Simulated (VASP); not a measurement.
Input of a VASP 6.6.1 run:

The input INCAR:

```
PREC     = Accurate       # precision mode
ENCUT    = 1300           # plane-wave cutoff, eV
EDIFF    = 1E-7           # SCF threshold, eV
ISMEAR   = 0              # smearing method
SIGMA    = 0.1            # smearing width, eV
LREAL    = F              # projectors in reciprocal space
LASPH    = T              # aspherical terms in the spheres
NELM     = 120            # most SCF steps
ALGO     = Normal         # electronic algorithm
ISIF     = 3              # what is computed and relaxed
LWAVE    = F              # write WAVECAR
LCHARG   = F              # write CHGCAR
GGA      = PE             # functional
IBRION   = 2              # ionic algorithm
NSW      = 90             # ionic steps
EDIFFG   = -0.04          # ionic threshold
GGA_COMPAT= F            
NELMIN   = 4
```

Contents of KPOINTS:

```
Automatic mesh
0
Gamma
  8 6 8
```

The input POSCAR:

```
C
1.0
    2.0930722400      0.0000000000      0.0000000000
    0.0000000000      3.1455266200      0.0000000000
    0.0000000000      0.0000000000      2.0175486700
C
2
Direct
    0.0000000000      0.0000000000      0.6687917700
    0.5000000000      0.5000000000      0.3312082300
```

Potentials or basis: VASP PAW PBE potentials, release 64 (C_h).

Launch:

```sh
$ cat potpaw_PBE.64/C_h/POTCAR > POTCAR
$ mpirun -np 1 vasp_std > vasp.out
```

**Question.** Estimate the space group after relaxing (to 0.1 Å).

**Answer.** Cmmm (No. 65).

**Question.** Predict the relaxed volume.

**Answer.** 5.59 Å³/atom.

**Question.** What does it give for the band gap on the k mesh?

**Answer.** Zero (bands 4 and 5 overlap by 9.18 eV).

Final structure:
```yaml
crystal:
  lattice:
    - [1.93372, 0.00000, 0.00000]
    - [0.00000, 3.65288, 0.00000]
    - [0.00000, 0.00000, 1.58343]
  atoms:
    - { symbol: C, position: [0.00000, 0.00000, 0.50129] }
    - { symbol: C, position: [0.50000, 0.50000, 0.49871] }
```

Caveat: the k points lie up to 0.50 Å⁻¹ apart in the final cell, too coarse for converged energies and pressures of a metal; the volume moved by over 15 % at a fixed basis, so the end points are rough.
